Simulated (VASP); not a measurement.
# Eu (Im-3m) in VASP: vibrations by perturbation theory with PBEsol

Aim: the vibrations by perturbation theory of Eu with PBEsol.

Program: VASP 6.6.1. These are calculated values, not measurements. Logs are shortened: lines on timing, memory, paths and dates and some standing lists are left out, and cuts for length are marked.

## Step 1: The cell of the first run

The structure is cubic, space group Im-3m (No. 229). Conventional cell: a = 4.606 Å, b = 4.606 Å, c = 4.606 Å, α = 90.00°, β = 90.00°, γ = 90.00°. Within 5.2 Å of Eu (site symmetry m-3m) lie 14 Eu at 3.99 to 4.61 Å.

## Step 2: Vibrations by perturbation theory, PBEsol, collinear spin, ferromagnetic start

INCAR

```
ALGO = Fast
EDIFF = 1E-8
ENCUT = 520
GGA = PS
IBRION = 8
ISIF = 2
ISMEAR = -1
ISPIN = 2
LASPH = T
LCHARG = F
LMAXMIX = 6
LORBIT = 11
LREAL = F
LWAVE = F
MAGMOM = 7
NELM = 150
NSW = 1
PREC = Accurate
SIGMA = 0.05
```

KPOINTS

```
k-points
0
Gamma
  8 8 8
```

POSCAR

```
Eu
1.0
   -2.3030000000      2.3030000000      2.3030000000
    2.3030000000     -2.3030000000      2.3030000000
    2.3030000000      2.3030000000     -2.3030000000
Eu
1
Direct
    0.0000000000      0.0000000000      0.0000000000
```

Potentials or basis: VASP PAW PBE potentials, release 64 (Eu).

The run is started by

```console
cat potpaw_PBE.64/Eu/POTCAR > POTCAR
mpirun -np 1 vasp_std > vasp.out
```

OUTCAR:

```text
EDIFF = 1E-8
   ENCUT = 520
   GGA = PS
   IBRION = 8
   ISIF = 2
   ISMEAR = -1
   ISPIN = 2
   LASPH = T
   LORBIT = 11
   LREAL = F
   NELM = 150
   NSW = 1
   PREC = Accurate

 ion  position               nearest neighbor table
   1  0.000  0.000  0.000-

  LATTYP: Found a body centered cubic cell.
 ALAT       =     4.6060000000

  Lattice vectors:

 A1 = (  -2.3030000000,   2.3030000000,   2.3030000000)
 A2 = (   2.3030000000,  -2.3030000000,   2.3030000000)
 A3 = (   2.3030000000,   2.3030000000,  -2.3030000000)

Analysis of symmetry for initial positions (statically):
=====================================================================
 Subroutine PRICEL returns:
 Original cell was already a primitive cell.

 Routine SETGRP: Setting up the symmetry group for a
 body centered cubic supercell.

 Subroutine GETGRP returns: Found 48 space group operations
 (whereof 48 operations were pure point group operations)
 out of a pool of 48 trial point group operations.

The static configuration has the point symmetry O_h .

Analysis of symmetry for dynamics (positions and initial velocities):
=====================================================================
 Subroutine PRICEL returns:
 Original cell was already a primitive cell.

 Routine SETGRP: Setting up the symmetry group for a
 body centered cubic supercell.

 Subroutine GETGRP returns: Found 48 space group operations
 (whereof 48 operations were pure point group operations)
 out of a pool of 48 trial point group operations.

The dynamic configuration has the point symmetry O_h .

Analysis of structural, dynamic, and magnetic symmetry:
=====================================================================
 Subroutine PRICEL returns:
 Original cell was already a primitive cell.

 Routine SETGRP: Setting up the symmetry group for a
 body centered cubic supercell.

 Subroutine GETGRP returns: Found 48 space group operations
 (whereof 48 operations were pure point group operations)
 out of a pool of 48 trial point group operations.

The overall configuration has the point symmetry O_h .

 Subroutine INISYM returns: Found 48 space group operations
 (whereof 48 operations are pure point group operations),
 and found     1 'primitive' translations

----------------------------------------------------------------------------------------

                                     Primitive cell

  volume of cell :      48.8587

  direct lattice vectors                    reciprocal lattice vectors
    -2.303000000  2.303000000  2.303000000     0.000000000  0.217108120  0.217108120
     2.303000000 -2.303000000  2.303000000     0.217108120  0.000000000  0.217108120
     2.303000000  2.303000000 -2.303000000     0.217108120  0.217108120  0.000000000

  length of vectors
     3.988913010  3.988913010  3.988913010     0.307037248  0.307037248  0.307037248

  position of ions in fractional coordinates (direct lattice)
     0.000000000  0.000000000  0.000000000

  ion indices of the primitive-cell ions
   primitive index   ion index
                 1           1

----------------------------------------------------------------------------------------

 KPOINTS: k-points

Automatic generation of k-mesh.
 Grid dimensions read from file:
 generate k-points for:    8    8    8

 Generating k-lattice:

  Cartesian coordinates                     Fractional coordinates (reciprocal lattice)
     0.000000000  0.027138515  0.027138515     0.125000000  0.000000000  0.000000000
     0.027138515  0.000000000  0.027138515     0.000000000  0.125000000  0.000000000
     0.027138515  0.027138515  0.000000000     0.000000000  0.000000000  0.125000000

  Length of vectors
     0.038379656  0.038379656  0.038379656

[... 78 lines left out ...]
   GGA     = PS    functional components
   LHFCALC =     F    Hartree Fock is set to
   AEXX    =    0.0000 exact exchange contribution
   IVDW    =     0    specifies the selected vdW correction
   LEPSILON=     F    determine dielectric tensor
   LRPA    =     F    only Hartree local field effects (RPA)
 spin polarized calculation
 RMM-DIIS sequential band-by-band and
  energy-cutoff  :      520.00
  volume of cell :       48.86
 maximum number of plane-waves:      1337
 NGX is ok and might be reduce to    30
   NGX = 15   NGY = 15   NGZ = 15

--------------------------------------- Ionic step        1  -------------------------------------------

 number of electron      17.0000007 magnetization       7.3737789

 Free energy of the ion-electron system (eV)
  ---------------------------------------------------
  ext. energy  EPLUGINS =         0.00000000
  ---------------------------------------------------
  free energy    TOTEN  =       -11.57002970 eV

  energy without entropy =      -11.55596143  energy(sigma->0) =      -11.56299556

 E-fermi :   1.4846     XC(G=0):  -8.3574

 val. band max:        1.4695618773   @ k =  -0.3750   0.3750   0.3750
 cond. band min:       1.4886766323   @ k =   0.2500   0.2500   0.1250
 fundamental gap:      0.0191147550
 Fermi energy:         1.4846295539

 spin component 1

 k-point     1 :       0.0000    0.0000    0.0000
  band No.  band energies     occupation
      1     -40.3025      1.00000
      2     -18.9487      1.00000
      3     -18.9487      1.00000
      4     -18.9487      1.00000
      5      -2.7156      1.00000
      6       0.9605      0.99997
[... 435 lines left out ...]
      5       0.2542      1.00000
      6       0.8771      0.99999
[... 8 lines left out ...]
     15       3.4073      0.00000
     16      39.4003      0.00000

 [... further k-points ...]

 spin component 2

 k-point     1 :       0.0000    0.0000    0.0000
  band No.  band energies     occupation
      1     -37.1785      1.00000
      2     -16.6003      1.00000
      3     -16.6003      1.00000
      4     -16.6003      1.00000
      5      -1.9683      1.00000
      6       4.1041      0.00000
[... 435 lines left out ...]
      5       1.0902      0.99962
      6       2.2268      0.00000
[... 8 lines left out ...]
     15       6.0109      0.00000
     16       6.3362      0.00000

 [... further k-points ...]
[... 5 lines left out ...]
  --------------------------------------------------------------------------------------
  -------------------------------------------------------------------------------------
  Total       -0.8698594     -0.8698594     -0.8698594     -0.0000000      0.0000000      0.0000000
  in kB      -28.5244880    -28.5244880    -28.5244880     -0.0000000      0.0000000      0.0000000
  external PRESSURE =     -28.5244880 kB  Pullay stress =       0.0000000 kB

 VOLUME and BASIS-vectors are now :
 -----------------------------------------------------------------------------
  energy-cutoff  :      520.00
  volume of cell :       48.86
      direct lattice vectors                 reciprocal lattice vectors
    -2.303000000  2.303000000  2.303000000     0.000000000  0.217108120  0.217108120
     2.303000000 -2.303000000  2.303000000     0.217108120  0.000000000  0.217108120
     2.303000000  2.303000000 -2.303000000     0.217108120  0.217108120  0.000000000

 POSITION                                       TOTAL-FORCE (eV/Angst)
 -----------------------------------------------------------------------------------
      0.00000      0.00000      0.00000        -0.000000      0.000000      0.000000
 -----------------------------------------------------------------------------------
    total drift:                               -0.000000      0.000000      0.000000

  FREE ENERGIE OF THE ION-ELECTRON SYSTEM (eV)
  ---------------------------------------------------
  free  energy   TOTEN  =       -11.5700297001 eV

  energy  without entropy=      -11.5559614251  energy(sigma->0) =      -11.56299556

[... ionic steps 2 to 3 ...]

--------------------------------------- Ionic step        4  -------------------------------------------

 Free energy of the ion-electron system (eV)
  ---------------------------------------------------
  ---------------------------------------------------
  free energy    TOTEN  =        -0.58282749 eV

  energy without entropy =       -0.58282745

------------------------ aborting loop because EDIFF is reached ----------------------------------------

 INTERNAL STRAIN TENSOR  FOR ION    1  DIRECTION 1   (eV/Angst):
 -----------------------------------------------------------------------------
     0.00552 -0.00000 -0.00000
    -0.00000  0.00190 -0.00000
     0.00000 -0.00000  0.00190

 INTERNAL STRAIN TENSOR FOR ION    1 for displacements in x,y,z  (eV/Angst):
          X           Y           Z          XY          YZ          ZX
  --------------------------------------------------------------------------------
  x     0.00000     0.00000     0.00000     0.00000     0.00000     0.00000
  y     0.00000     0.00000     0.00000     0.00000     0.00000     0.00000
  z     0.00000     0.00000     0.00000     0.00000     0.00000     0.00000

 SECOND DERIVATIVES (NOT SYMMETRIZED)
 ------------------------------------
               1X          1Y          1Z
  1X    -0.160389    0.000000    0.000000
  1Y     0.000000   -0.160389    0.000000
  1Z     0.000000    0.000000   -0.160389

 Eigenvectors and eigenvalues of the dynamical matrix
 ----------------------------------------------------

   1 f  =    0.507885 THz     3.191138 2PiTHz   16.941232 cm-1     2.100444 meV
             X         Y         Z           dx          dy          dz
      0.000000  0.000000  0.000000     1.000000    0.000000    0.000000

   2 f  =    0.507885 THz     3.191138 2PiTHz   16.941232 cm-1     2.100444 meV
             X         Y         Z           dx          dy          dz
      0.000000  0.000000  0.000000     0.000000    1.000000    0.000000

   3 f  =    0.507885 THz     3.191138 2PiTHz   16.941232 cm-1     2.100444 meV
             X         Y         Z           dx          dy          dz
      0.000000  0.000000  0.000000     0.000000    0.000000    1.000000

--------------------------------------------------------------------------------------------------------

 ELASTIC MODULI CONTR FROM IONIC RELAXATION (kBar)
 Direction    XX          YY          ZZ          XY          YZ          ZX
 --------------------------------------------------------------------------------
 XX           0.0000      0.0000      0.0000      0.0000      0.0000      0.0000
 YY           0.0000      0.0000      0.0000      0.0000      0.0000      0.0000
 ZZ           0.0000      0.0000      0.0000      0.0000      0.0000      0.0000
 XY           0.0000      0.0000      0.0000      0.0000      0.0000      0.0000
 YZ           0.0000      0.0000      0.0000      0.0000      0.0000      0.0000
 ZX           0.0000      0.0000      0.0000      0.0000      0.0000      0.0000
 --------------------------------------------------------------------------------

 total charge

# of ion       s       p       d       f       tot
--------------------------------------------------
    1        2.075   5.691   0.235   6.679  14.680

 magnetization (x)

# of ion       s       p       d       f       tot
--------------------------------------------------
    1       -0.003  -0.087   0.125   6.677   6.712
```

Run time: 6.5 min. Hardware: 1 thread of Intel Xeon 6975P-C (Granite Rapids), shared host; peak memory 0.36 GiB.

What came out:

```yaml
Net_moment: 7.37 μB per cell
Site_moments: Eu +6.71 μB
Valence_electrons_inside_the_program's_atomic_spheres: Eu 14.68
```

Caveat: the cell stands under pressure or tension, which shifts response properties; the PAW data sets were made with another functional, which shifts forces and pressure a little; spin-orbit coupling is left out, which moves the levels of the heavy elements; semilocal functionals describe open f shells poorly, which spoils levels, moments and volumes. The state reached can hang on the start; a lower one may exist.
